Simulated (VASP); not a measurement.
# TaN (P-62m) in VASP: a series of runs

Runs on TaN. Level: PBEsol. Tasks: electric field gradients.

Program: VASP 6.6.1. These are calculated values, not measurements. Logs are shortened: lines on timing, memory, paths and dates and some standing lists are left out, and cuts for length are marked.

## Step 1: The cell of the first run

It takes space group P-62m (No. 189, hexagonal). Conventional cell: a = 5.196 Å, b = 5.196 Å, c = 2.911 Å, α = 90.00°, β = 90.00°, γ = 120.00°. Ta (site symmetry -6) has 6 N at 2.16 Å and 5 Ta at 2.91 to 3.00 Å within 3.0 Å. Within 2.7 Å of Ta (site symmetry -62m) lie 3 N at 2.04 Å. N (site symmetry m2m) has 5 Ta at 2.04 to 2.16 Å and 6 N at 2.77 to 2.91 Å within 3.0 Å.

## Step 2: Electric field gradients, PBEsol

The input, INCAR:

```
ALGO     = Normal         # electronic algorithm
EDIFF    = 1E-8           # SCF threshold, eV
ENCUT    = 520            # plane-wave cutoff, eV
GGA      = PS             # functional
ISIF     = 2              # what is computed and relaxed
ISMEAR   = -1             # smearing method
LASPH    = True           # aspherical terms in the spheres
LCHARG   = False          # write CHGCAR
LEFG     = True         
LREAL    = False          # projectors in reciprocal space
LWAVE    = False          # write WAVECAR
NBANDS   = 33             # bands
NELM     = 100            # most SCF steps
PREC     = Accurate       # precision mode
SIGMA    = 0.01           # smearing width, eV
```

The input, KPOINTS:

```
k-points
0
Gamma
  6 6 9
```

The input, POSCAR:

```
TaN
1.0
    5.1960008669      0.0000000000      0.0000000000
   -2.5980004334      4.4998687488      0.0000000000
    0.0000000000      0.0000000000      2.9110000000
Ta N
3 3
Direct
    0.3333333333      0.6666666667      0.5000000000
    0.6666666667      0.3333333333      0.5000000000
    0.0000000000      0.0000000000      0.0000000000
    0.3928500000      0.0000000000      0.0000000000
    0.6071500000      0.6071500000      0.0000000000
    0.0000000000      0.3928500000      0.0000000000
```

Potentials or basis: VASP PAW PBE potentials, release 64 (Ta_pv, N).

Command:

```sh
cat potpaw_PBE.64/Ta_pv/POTCAR potpaw_PBE.64/N/POTCAR > POTCAR
mpirun -np 1 vasp_std > vasp.out
```

OUTCAR:

```text
EDIFF = 1E-8
   ENCUT = 520
   GGA = PS
   ISIF = 2
   ISMEAR = -1
   LASPH = True
   LREAL = False
   NELM = 100
   PREC = Accurate

 ion  position               nearest neighbor table
   1  0.333  0.667  0.500-   4 2.16   4 2.16   6 2.16   6 2.16   5 2.16   5 2.16   2 3.00   2 3.00
                             2 3.00   3 3.33   3 3.33   3 3.33   3 3.33   3 3.33   3 3.33
   2  0.667  0.333  0.500-   6 2.16   6 2.16   4 2.16   4 2.16   5 2.16   5 2.16   1 3.00   1 3.00
                             1 3.00   3 3.33   3 3.33   3 3.33   3 3.33   3 3.33   3 3.33
   3  0.000  0.000  0.000-   6 2.04   4 2.04   5 2.04   2 3.33   1 3.33   1 3.33   2 3.33   1 3.33
                             1 3.33   2 3.33   2 3.33   2 3.33   2 3.33   1 3.33   1 3.33
   4  0.393  0.000  0.000-   3 2.04   1 2.16   1 2.16   2 2.16   2 2.16
   5  0.607  0.607  0.000-   3 2.04   2 2.16   2 2.16   1 2.16   1 2.16
   6  0.000  0.393  0.000-   3 2.04   2 2.16   2 2.16   1 2.16   1 2.16

  LATTYP: Found a hexagonal cell.
 ALAT       =     5.1960008669
 C/A-ratio  =     0.5602385516

  Lattice vectors:

 A1 = (   5.1960008669,   0.0000000000,   0.0000000000)
 A2 = (  -2.5980004334,   4.4998687488,   0.0000000000)
 A3 = (   0.0000000000,   0.0000000000,   2.9110000000)

Analysis of symmetry for initial positions (statically):
=====================================================================
 Subroutine PRICEL returns:
 Original cell was already a primitive cell.

 Routine SETGRP: Setting up the symmetry group for a
 hexagonal supercell.

 Subroutine GETGRP returns: Found 12 space group operations
 (whereof 12 operations were pure point group operations)
 out of a pool of 24 trial point group operations.

The static configuration has the point symmetry D_3h.

Analysis of symmetry for dynamics (positions and initial velocities):
=====================================================================
 Subroutine PRICEL returns:
 Original cell was already a primitive cell.

 Routine SETGRP: Setting up the symmetry group for a
 hexagonal supercell.

 Subroutine GETGRP returns: Found 12 space group operations
 (whereof 12 operations were pure point group operations)
 out of a pool of 24 trial point group operations.

The dynamic configuration has the point symmetry D_3h.

 Subroutine INISYM returns: Found 12 space group operations
 (whereof 12 operations are pure point group operations),
 and found     1 'primitive' translations

----------------------------------------------------------------------------------------

                                     Primitive cell

  volume of cell :      68.0630

  direct lattice vectors                    reciprocal lattice vectors
     5.196000867  0.000000000  0.000000000     0.192455703  0.111114352  0.000000000
    -2.598000433  4.499868749  0.000000000     0.000000000  0.222228704  0.000000000
     0.000000000  0.000000000  2.911000000     0.000000000  0.000000000  0.343524562

  length of vectors
     5.196000867  5.196000867  2.911000000     0.222228704  0.222228704  0.343524562

  position of ions in fractional coordinates (direct lattice)
     0.333333333  0.666666667  0.500000000
     0.666666667  0.333333333  0.500000000
     0.000000000  0.000000000  0.000000000
     0.392850000  0.000000000  0.000000000
     0.607150000  0.607150000  0.000000000
     0.000000000  0.392850000  0.000000000

  ion indices of the primitive-cell ions
   primitive index   ion index
                 1           1
                 2           2
                 3           3
                 4           4
                 5           5
                 6           6

----------------------------------------------------------------------------------------

 KPOINTS: k-points

Automatic generation of k-mesh.
 Grid dimensions read from file:
 generate k-points for:    6    6    9

 Generating k-lattice:

[... 58 lines left out ...]
   LASPH  =      T    aspherical Exc in radial PAW
   ENCUT  =  520.0 eV  38.22 Ry    6.18 a.u.   9.66  9.66  5.41*2*pi/ulx,y,z
   NELM   =    100;   NELMIN=  2; NELMDL= -5     # of ELM steps
   EDIFF  = 0.1E-07   stopping-criterion for ELM
   LREAL  =      F    real-space projection
   EDIFFG = 0.1E-06   stopping-criterion for IOM
   NSW    =      0    number of steps for IOM
   IBRION =     -1    ionic relax: 0-MD 1-quasi-New 2-CG
   NFREE  =      0    steps in history (QN), initial steepest desc. (CG)
   ISIF   =      2    stress and relaxation
   ISYM   =      2    0-nonsym 1-usesym 2-fastsym
   POTIM  = 0.5000    time-step for ionic-motion
   TEBEG  =    0.0;   TEEND  =   0.0 temperature during run
   PSTRESS=    0.0 pullay stress
   NELECT =      48.0000    total number of electrons
   NUPDOWN=      -1.0000    fix difference up-down
   EMIN   =  10.00;   EMAX   =-10.00  energy-range for DOS
   EFERMI =   0.00;   METHOD = LEGACY
   ISMEAR =    -1;   SIGMA  =   0.01  broadening in eV -4-tet -1-fermi 0-gaus
   EFERMI_NEDOS =   21; number of points for ismear=-14 and -15
   IALGO  =     38    algorithm
   IMIX   =      4    mixing-type and parameters
     AMIX     =   0.40;   BMIX     =  1.00
     AMIX_MAG =   1.60;   BMIX_MAG =  1.00
  volume/ion in A,a.u.               =      11.34        76.55
  Fermi-wavevector in a.u.,A,eV,Ry     =   1.457197  2.753702 28.890910  2.123422
  Thomas-Fermi vector in A             =   2.574026
   LORBIT       =      0    0 simple, 1 ext, 2 COOP (PROOUT), +10 PAW based schemes
   GGA     = PS    functional components
   LHFCALC =     F    Hartree Fock is set to
   AEXX    =    0.0000 exact exchange contribution
   IVDW    =     0    specifies the selected vdW correction
   LEPSILON=     F    determine dielectric tensor
   LRPA    =     F    only Hartree local field effects (RPA)
 non-spin polarized calculation
  energy-cutoff  :      520.00
  volume of cell :       68.06
 maximum number of plane-waves:      1847
 NGX is ok and might be reduce to    40
   NGX = 19   NGY = 19   NGZ = 11

 number of electron      48.0000002 magnetization

 Free energy of the ion-electron system (eV)
  ---------------------------------------------------
  ext. energy  EPLUGINS =         0.00000000
  ---------------------------------------------------
  free energy    TOTEN  =       -71.43246440 eV

  energy without entropy =      -71.43141346  energy(sigma->0) =      -71.43193893

 E-fermi :   8.1552     XC(G=0): -13.1611

 val. band max:        8.1513626315   @ k =   0.1667  -0.0000   0.3333
 cond. band min:       8.1609674881   @ k =   0.1667  -0.0000   0.2222
 fundamental gap:      0.0096048566
 Fermi energy:         8.1552190940

 k-point     1 :       0.0000    0.0000    0.0000
  band No.  band energies     occupation
      1     -28.0008      2.00000
      2     -28.0008      2.00000
      3     -27.6474      2.00000
      4     -27.6474      2.00000
      5     -27.4739      2.00000
      6     -27.3658      2.00000
[... 853 lines left out ...]
     32      11.8847      0.00000
     33      13.2279      0.00000

 [... further k-points ...]

------------------------ aborting loop because EDIFF is reached ----------------------------------------

  FORCE on cell =-STRESS in cart. coord.  units (eV):
  Direction    XX          YY          ZZ          XY          YZ          ZX
  --------------------------------------------------------------------------------------
  -------------------------------------------------------------------------------------
  Total       -1.0277924     -1.0277924     -1.7071759     -0.0000000     -0.0000000     -0.0000000
  in kB      -24.1938350    -24.1938350    -40.1862606     -0.0000000     -0.0000000     -0.0000000
  external PRESSURE =     -29.5246435 kB  Pullay stress =       0.0000000 kB

 VOLUME and BASIS-vectors are now :
 -----------------------------------------------------------------------------
  energy-cutoff  :      520.00
  volume of cell :       68.06
      direct lattice vectors                 reciprocal lattice vectors
     5.196000867  0.000000000  0.000000000     0.192455703  0.111114352  0.000000000
    -2.598000433  4.499868749  0.000000000     0.000000000  0.222228704  0.000000000
     0.000000000  0.000000000  2.911000000     0.000000000  0.000000000  0.343524562

 POSITION                                       TOTAL-FORCE (eV/Angst)
 -----------------------------------------------------------------------------------
     -0.00000      2.99991      1.45550        -0.000000      0.000000     -0.000000
      2.59800      1.49996      1.45550         0.000000      0.000000     -0.000000
      0.00000      0.00000      0.00000         0.000000      0.000000     -0.000000
      2.04125      0.00000      0.00000         0.029549      0.000000      0.000000
      1.57738      2.73210      0.00000        -0.014775     -0.025590     -0.000000
     -1.02062      1.76777      0.00000        -0.014775      0.025590      0.000000
 -----------------------------------------------------------------------------------
    total drift:                               -0.000002     -0.000003      0.000000

  FREE ENERGIE OF THE ION-ELECTRON SYSTEM (eV)
  ---------------------------------------------------
  free  energy   TOTEN  =       -71.4324643967 eV

  energy  without entropy=      -71.4314134633  energy(sigma->0) =      -71.43193893

 Electric field gradients (V/A^2)
---------------------------------------------------------------------
 ion       V_xx      V_yy      V_zz      V_xy      V_xz      V_yz
---------------------------------------------------------------------
   1      99.566    99.566  -199.132     0.000     0.000    -0.000
   2      99.566    99.566  -199.132     0.000     0.000    -0.000
   3     -89.103   -89.104   178.207    -0.001     0.000     0.000
   4     -14.412     4.714     9.699    -0.001    -0.000     0.000
   5      -0.067    -9.631     9.699    -8.283     0.000    -0.000
   6      -0.067    -9.631     9.699     8.282    -0.000     0.000
---------------------------------------------------------------------

 Electric field gradients after diagonalization (V/A^2)
 (convention: |V_zz| > |V_xx| > |V_yy|)
----------------------------------------------------------------------
 ion       V_xx      V_yy      V_zz     asymmetry (V_yy - V_xx)/ V_zz
----------------------------------------------------------------------
   1      99.567    99.565  -199.132       0.000
   2      99.567    99.565  -199.132       0.000
   3     -89.104   -89.103   178.207       0.000
   4       9.699     4.714   -14.412       0.346
   5       9.699     4.715   -14.413       0.346
   6       9.699     4.714   -14.412       0.346
----------------------------------------------------------------------

           NMR quadrupolar parameters

 Cq : quadrupolar parameter    Cq=e*Q*V_zz/h
 eta: asymmetry parameters     (V_yy - V_xx)/ V_zz
 Q  : nuclear electric quadrupole moment in mb (millibarn)
----------------------------------------------------------------------
 ion       Cq(MHz)       eta       Q (mb)
----------------------------------------------------------------------
   1      -0.481       0.000       1.000
   2      -0.481       0.000       1.000
   3       0.431       0.000       1.000
   4      -0.035       0.346       1.000
   5      -0.035       0.346       1.000
   6      -0.035       0.346       1.000
----------------------------------------------------------------------
```

Run time: 90 s. Hardware: 1 thread of Intel Xeon Platinum 8259CL at 2.50GHz (Skylake/Cascade Lake), shared host; peak memory 0.22 GiB.

What came out:

```
Free energy                             : -71.4325 eV
Pressure                                : -3.0 GPa
Largest force                           : 0.030 eV/Å
Band gap on the k mesh                  : zero (bands 24 and 25 overlap by 3.10 eV)
Largest electric field gradient by atom : Ta -199.1, +178.2 (each value once); N -14.4 V/Å²
```

Forces in eV/Å, atoms in the order of the input:
```
Ta   0.000  0.000  0.000
Ta   0.000  0.000  0.000
Ta   0.000  0.000  0.000
N    0.030  0.000  0.000
N   -0.015 -0.026  0.000
N   -0.015  0.026  0.000
```

Electric field gradients, principal values (V/Å²):
```
atom    least   middle  greatest (by size)
1 Ta   99.565   99.567            -199.132
2 Ta   99.565   99.567            -199.132
3 Ta  -89.103  -89.104             178.207
 4 N    4.714    9.699             -14.412
 5 N    4.715    9.699             -14.413
 6 N    4.714    9.699             -14.412
```

Caveat: without QUAD_EFG the Cq values of the log hold for a quadrupole moment of 1 mb, not for the nuclei; the PAW data sets were made with another functional, which shifts forces and pressure a little; spin-orbit coupling is left out, which moves the levels of the heavy elements.

(Continued in part 2 of 2.)
